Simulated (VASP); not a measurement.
Set up this calculation in VASP 6.6.1, as the native input.

| Item | Value |
| --- | --- |
| Task | single point |
| Functional | revPBE |
| Potentials or basis | VASP PAW PBE potentials, release 64 (Al) |
| Cutoff | 520 eV |
| k mesh | 7 × 7 × 7 |
| Occupations | fermi-dirac, width 0.1 eV |
| Spin | no spin polarisation |
| Dipole correction | no |
| Further INCAR settings | ALGO = Normal; EDIFF = 1e-07; NBANDS = 8 |

The structure of Al lies in POSCAR:

```
Al
1.0
    0.0000000000      2.0295462560      2.0295462560
    2.0295462560      0.0000000000      2.0295462560
    2.0295462560      2.0295462560      0.0000000000
Al
1
Direct
    0.0000000000      0.0000000000      0.0000000000
```

These files were run (other wordings do the same):

INCAR

```
SYSTEM = Al
  ALGO = Normal
  EDIFF = 1E-7
  ENCUT = 520
  GGA = RE
  ISIF = 2
  ISMEAR = -1
  LASPH = .TRUE.
  LCHARG = .FALSE.
  LREAL = .FALSE.
  LWAVE = .FALSE.
  NBANDS = 8
  NELM = 60
  PREC = Accurate
  SIGMA = 0.1
```

KPOINTS

```
k-points
0
G
  7 7 7
  0 0 0
```

Potentials or basis: VASP PAW PBE potentials, release 64 (Al).

Run with:

```console
$ cat potpaw_PBE.64/Al/POTCAR > POTCAR
$ mpirun -np 1 vasp_std > vasp.out
```

Results of the run:

| Property | Result |
| --- | --- |
| Pressure | -0.4 GPa |

Caveat: the k points lie up to 0.38 Å⁻¹ apart; the PAW data sets were made with another functional, which shifts forces and pressure a little.

It took 5.1 s on 1 thread of Intel Xeon 8259CL, with other jobs on the host, peak memory 0.13 GiB.
